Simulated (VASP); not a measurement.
## As2Se: single point with PBE

Crystal: As2Se.

```
CELL_PARAMETERS angstrom
3.90830 0.00000 0.00000
-1.95415 3.38469 0.00000
0.00000 0.00000 4.82341
ATOMIC_POSITIONS crystal
As 0.33333 0.66667 0.35178
As 0.66667 0.33333 0.64822
Se 0.00000 0.00000 0.00000
```

The cell was built from a structure type or drawn by symmetry, and may not be a known phase.

```yaml
Program: VASP 6.6.1
Task: single point
Functional: PBE
Potentials_or_basis: VASP PAW PBE potentials, release 64 (As, Se)
Cutoff: 500 eV
k_mesh: 6 × 6 × 4
Occupations: gaussian, width 0.2 eV
Spin: no spin polarisation
```

| Quantity | Value |
| --- | --- |
| Pressure | 0.0 GPa |
| Largest force | 0.011 eV/Å |
| Band gap on the k mesh | zero (bands 8 and 9 overlap by 4.25 eV) |

Forces in eV/Å, atoms in the order of the input:
```
As   0.000  0.000 -0.011
As   0.000  0.000  0.011
Se   0.000  0.000  0.000
```

Stress tensor (GPa, compression positive):
```
 0.30  0.00  0.00
 0.00  0.30  0.00
 0.00  0.00 -0.53
```

Levels at points of the mesh, in eV from the Fermi level:
```tsv
k point	band 5	band 6	band 7	band 8	band 9	band 10	band 11	band 12
(0.00, 0.00, 0.00)	-2.17	-1.55	-1.55	-1.43	-0.60	3.01	3.28	3.28
(0.50, 0.00, 0.00)	-4.31	-3.87	-3.69	0.34	1.43	1.86	2.23	3.19
(0.00, 0.00, 0.50)	-2.29	-2.29	-0.37	-0.37	0.76	1.03	1.03	1.09
(0.50, 0.00, 0.50)	-2.97	-2.83	-2.78	-2.14	1.72	3.39	4.70	5.24
```

Run time: 42 s on 1 thread of Intel Xeon 8259CL, on a shared host, peak memory 0.18 GiB.
